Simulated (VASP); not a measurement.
A run of VASP 6.6.1:

The input INCAR:

```
SYSTEM = CsMgBiO3
ALGO     = Normal         ! electronic algorithm
EDIFF    = 1E-6           ! SCF threshold, eV
ENCUT    = 520            ! plane-wave cutoff, eV
GGA      = PE             ! functional
ISIF     = 2              ! what is computed and relaxed
ISMEAR   = -1             ! smearing method
LASPH    = .TRUE.         ! aspherical terms in the spheres
LCHARG   = .FALSE.        ! write CHGCAR
LREAL    = .FALSE.        ! projectors in reciprocal space
LWAVE    = .FALSE.        ! write WAVECAR
NBANDS   = 31             ! bands
NELM     = 100            ! most SCF steps
PREC     = Accurate       ! precision mode
SIGMA    = 0.05           ! smearing width, eV
```

File KPOINTS:

```
k-points
0
G
  5 5 5
  0 0 0
```

POSCAR

```
CsMgBiO3
1.0
    3.3597375622      1.9397453859      3.7970092083
   -3.3597375622      1.9397453859      3.7970092083
    0.0000000000     -3.8794907718      3.7970092083
Bi Cs Mg O
1 1 1 3
Direct
    0.5718779281      0.5718779281      0.5718779281
    0.9203646515      0.9203646515      0.9203646515
    0.3061773776      0.3061773776      0.3061773776
    0.9805253168      0.4854246030      0.4854246030
    0.4854246030      0.4854246030      0.9805253168
    0.4854246030      0.9805253168      0.4854246030
```

Potentials or basis: VASP PAW PBE potentials, release 64 (Bi_d, Cs_sv, Mg, O).

Launch:

```console
$ cat potpaw_PBE.64/Bi_d/POTCAR potpaw_PBE.64/Cs_sv/POTCAR potpaw_PBE.64/Mg/POTCAR potpaw_PBE.64/O/POTCAR > POTCAR
$ mpirun -np 1 vasp_std > vasp.out
```

Hardware: 1 thread of Intel(R) Xeon(R) Platinum 8488C (Sapphire Rapids), on a shared host.

Problem. How long does it take, and how much memory?

Solution. Run time: 57 s on 1 thread of Intel(R) Xeon(R) Platinum 8488C (Sapphire Rapids), with other jobs on the host, peak memory 0.3 GiB. Counts: scf iterations 15, k points 19.
